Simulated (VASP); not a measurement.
Runs of VASP 6.6.1 on NbPdSe4. The structure is that of space group P6/mmm (No. 191), or close to it. The cells are those of the table. 

| task | cell | k mesh | cutoff (eV) | gap on the mesh (eV) | pressure (GPa) | largest force (eV/Å) |
| --- | --- | --- | --- | --- | --- | --- |
| relaxation of cell and atoms | relaxed from a = 4.813, b = 4.813, c = 5.673 Å, angles 90.0, 90.0, 120.0°, 6 atoms | 6 × 6 × 4 | 600 | none | 0.1 | 0.01 |
| single point | a = 4.776, b = 4.776, c = 5.833 Å, angles 90.0, 90.0, 120.0°, 6 atoms | 6 × 6 × 4 | 520 | none | (a) | (b) |
| single point | a = 4.751, b = 4.751, c = 5.884 Å, angles 90.0, 90.0, 120.0°, 6 atoms | 12 × 12 × 6 | 520 | none | 0.0 | 0.01 |
| single point | a = 4.813, b = 4.813, c = 5.673 Å, angles 90.0, 90.0, 120.0°, 6 atoms | 6 × 6 × 2 | 520 | none | 0.2 | - |
| single point | a = 4.048, b = 4.048, c = 8.415 Å, angles 90.0, 90.0, 120.0°, 6 atoms | 6 × 6 × 2 | 520 | none | 14.2 | 0.68 |

Alike in all rows: level PBE; potentials or basis VASP PAW PBE potentials, release 64 (Nb_sv, Pd, Se); no spin polarisation; smearing gaussian 0.1 eV.

Task: Estimate the missing entries.

Result: (a) -0.1; (b) 0.04.

Caveats: some runs use coarse meshes.

A k mesh can miss the band edges, and the runs leave out spin-orbit coupling on Nb, Pd, Se.

A gap of «none» marks levels without a gap at the run's occupations.
